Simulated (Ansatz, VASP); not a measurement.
One calculation of Si4P, two programs

Contents of INCAR:

```
SYSTEM = Si4P
  ALGO = Normal
  EDIFF = 1E-6
  ENCUT = 520
  GGA = PE
  ISIF = 2
  ISMEAR = 0
  LASPH = .TRUE.
  LCHARG = .FALSE.
  LREAL = .FALSE.
  LWAVE = .FALSE.
  NBANDS = 18
  NELM = 100
  PREC = Accurate
  SIGMA = 0.1
```

File KPOINTS:

```
k-points
0
G
  4 4 4
  0 0 0
```

POSCAR

```
Si4P
1.0
   -2.6860151500      2.6860151500      2.6860151500
    2.6860151500     -2.6860151500      2.6860151500
    2.6860151500      2.6860151500     -2.6860151500
Si P
4 1
Direct
    0.5000000000      0.5000000000      0.5000000000
    0.5000000000      0.0000000000      0.0000000000
    0.0000000000      0.0000000000      0.5000000000
    0.0000000000      0.5000000000      0.0000000000
    0.0000000000      0.0000000000      0.0000000000
```

Input for Ansatz:

```yaml
crystal:
  lattice:
    - [-2.68601515, 2.68601515, 2.68601515]
    - [2.68601515, -2.68601515, 2.68601515]
    - [2.68601515, 2.68601515, -2.68601515]
  atoms:
    - { symbol: Si, position: [0.5, 0.5, 0.5] }
    - { symbol: Si, position: [0.5, 0.0, 0.0] }
    - { symbol: Si, position: [0.0, 0.0, 0.5] }
    - { symbol: Si, position: [0.0, 0.5, 0.0] }
    - { symbol: P, position: [0.0, 0.0, 0.0] }
basis:
  ecutwfc: 420
kpoints:
  mp_grid: { grid: [4, 4, 4] }
hamiltonian:
  xc: pbe
scf:
  occupations: { method: gaussian, width: 0.1 }
  lower_state_search: "off"
output:
  forces: true
  stress: true
  eigenvalues: true
```

Change from the starting cell: species swapped into the Hg4Pt type (Im-3m, No. 229).

Alike in both runs: task single point; functional PBE; k mesh 4 × 4 × 4; occupations gaussian, width 0.1 eV; no spin polarisation.

|  | VASP | Ansatz |
| --- | --- | --- |
| version | VASP 6.6.1 | Ansatz 0.2.0 |
| potentials or method | VASP PAW PBE potentials, release 64 (Si, P), cutoff 520 eV | scalar-relativistic, plane waves, PAW |
| valence electrons in the cell | 21 | 21 |

|  | VASP | Ansatz | Ansatz less VASP |
| --- | --- | --- | --- |
| gap on the k mesh at the Fermi level (eV) | none | none | - |
| pressure (GPa) | 5.3 | 5.4 | +0.15 |

A gap of «none» marks a metal or a gap that the smearing closes. The functional is the same, so the differences come from potentials, cutoffs and numerics.

The k mesh is coarse, so the values compare programs but aren't converged.
